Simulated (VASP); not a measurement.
Set up this calculation in VASP 6.6.1, as the native input.

| Property | Result |
| --- | --- |
| Task | single point |
| Functional | PBE |
| Potentials or basis | VASP PAW PBE potentials, release 64 (W_sv, C) |
| Cutoff | 520 eV |
| k mesh | 10 × 10 × 10 |
| Occupations | fermi-dirac, width 0.05 eV |
| Spin | no spin polarisation |
| Dipole correction | no |
| Further INCAR settings | ALGO = Normal; EDIFF = 1e-06; NBANDS = 16 |

The structure of WC lies in POSCAR:

```
WC
1.0
    0.0000000000      2.1479227872      2.1479227872
    2.1479227872      0.0000000000      2.1479227872
    2.1479227872      2.1479227872      0.0000000000
W C
1 1
Direct
    0.0000000000      0.0000000000      0.0000000000
    0.5000000000      0.5000000000      0.5000000000
```

This cell differs from its parent crystal: volume scaled by 0.94.

The input as run:

INCAR

```
PREC = Accurate ; ENCUT = 520
EDIFF = 1E-6 ; ISMEAR = -1
SIGMA = 0.05 ; LREAL = False
LASPH = True ; NELM = 80
ALGO = Normal ; ISIF = 2
LWAVE = False ; LCHARG = False
GGA = PE ; NBANDS = 16
```

KPOINTS

```
regular mesh
0
Gamma
  10 10 10
```

Potentials or basis: VASP PAW PBE potentials, release 64 (W_sv, C).

Run with:

```bash
$ cat potpaw_PBE.64/W_sv/POTCAR potpaw_PBE.64/C/POTCAR > POTCAR
$ mpirun -np 1 vasp_std > vasp.out
```

It gave:

- Pressure: 25.1 GPa
- Band gap on the k mesh: zero (band 9 reaches 14.55 eV, above the bottom of band 10 at 11.06 eV)

Caveat: spin-orbit coupling is left out, which moves the levels of the heavy elements.

Wall time 22 s on 1 thread of AMD EPYC 7R43 64-Core Processor (Zen 3), with other jobs on the host, peak memory 0.11 GiB.
